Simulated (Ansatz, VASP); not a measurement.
**Nb in VASP and in Ansatz**

```
Nb
1.0
    -1.48110    1.48110    1.48110
     1.48110   -1.48110    1.48110
     1.48110    1.48110   -1.48110
Nb
1
Direct
  0.00000 0.00000 0.00000
```

Change from the starting cell: volume scaled by 0.72, PAW files.

Alike in both runs: task single point; functional r2SCAN; k mesh 18 × 18 × 18; occupations fermi-dirac, width 0.1 eV; no spin polarisation.

|  | VASP | Ansatz |
| --- | --- | --- |
| version | VASP 6.6.1 | Ansatz 0.2.0 |
| potentials or method | VASP PAW PBE potentials, release 64 (Nb_sv) | PAW with Ansatz's default frozen-core files, scalar-relativistic |
| plane-wave cutoff (eV) | 520 | 500 |
| valence electrons in the cell | 13 | 13 |

Ansatz gave:

| Property | Result |
| --- | --- |
| pressure (GPa) | 102.1 |

Estimate VASP's values.

pressure (GPa): 102.2.

VASP's potentials were made for PBE, not for r2SCAN. Both programs put the cell under a high pressure, so it lies far from rest at this level. The functional is the same, so the differences come from potentials, cutoffs and numerics.

Noted on VASP's run: the cell as given lies far from equilibrium.
